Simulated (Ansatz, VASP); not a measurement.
## Zr in VASP and in Ansatz

```
Zr
1.0
     3.18321    0.00000    0.00000
    -1.59161    2.75674    0.00000
     0.00000    0.00000    5.11514
Zr
2
Direct
  0.33333 0.66667 0.25000
  0.66667 0.33333 0.75000
```

Alike in both runs: functional PBE; dispersion D3(BJ); k mesh 15 × 15 × 8; occupations gaussian, width 0.1 eV; no spin polarisation.

Ansatz relaxed the structure, and its values are those at the end. VASP's run is a single point on that final structure, the one shown.

```csv
,VASP,Ansatz
version,VASP 6.6.1,Ansatz 0.2.0
potentials or method,"VASP PAW PBE potentials, release 64 (Zr_sv), cutoff 520 eV","scalar-relativistic, plane waves, PAW"
valence electrons in the cell,24,24
```

|  | VASP | Ansatz | Ansatz less VASP |
| --- | --- | --- | --- |
| gap on the k mesh at the Fermi level (eV) | none | none | - |
| pressure (GPa) | 0.0 | 0.0 | -0.01 |

A gap of «none» marks a metal or a gap that the smearing closes.
